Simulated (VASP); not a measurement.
Runs of VASP 6.6.1 on Li2Se. The structure is that of space group Fm-3m (No. 225), or close to it. The cells are those of the table. 

```tsv
level	cell	k mesh	cutoff (eV)	gap on the mesh (eV)	pressure (GPa)
r2SCAN	a = 4.233 Å, angles 60.0°, 3 atoms	6 × 6 × 6	830	3.46	-0.2
PBE	a = 4.203 Å, angles 60.0°, 3 atoms	6 × 6 × 6	750	2.95	1.1
r2SCAN	a = 4.233 Å, angles 60.0°, 3 atoms	8 × 8 × 8	830	3.46	-0.2
r2SCAN	a = 4.275 Å, angles 60.0°, 3 atoms	6 × 6 × 6	830	3.48	-1.2
r2SCAN	a = 4.316 Å, angles 60.0°, 3 atoms	6 × 6 × 6	830	3.49	(b)
PBE	a = 4.329 Å, angles 60.0°, 3 atoms	6 × 6 × 6	750	3.02	(a)
r2SCAN	a = 4.191 Å, angles 60.0°, 3 atoms	6 × 6 × 6	830	3.43	1.0
PBE	a = 4.233 Å, angles 60.0°, 3 atoms	8 × 8 × 8	750	(c)	0.3
```

Alike in all rows: task single point; potentials or basis VASP PAW PBE potentials, release 64 (Li_sv, Se); no spin polarisation; smearing gaussian 0.01 eV.

Estimate the missing entries.

(a) -1.8; (b) -2.0; (c) 2.97.

Caveats: the PAW data sets were made with another functional, which shifts forces and pressure a little (at least some runs).

A k mesh can miss the band edges, and the runs leave out spin-orbit coupling on Se.
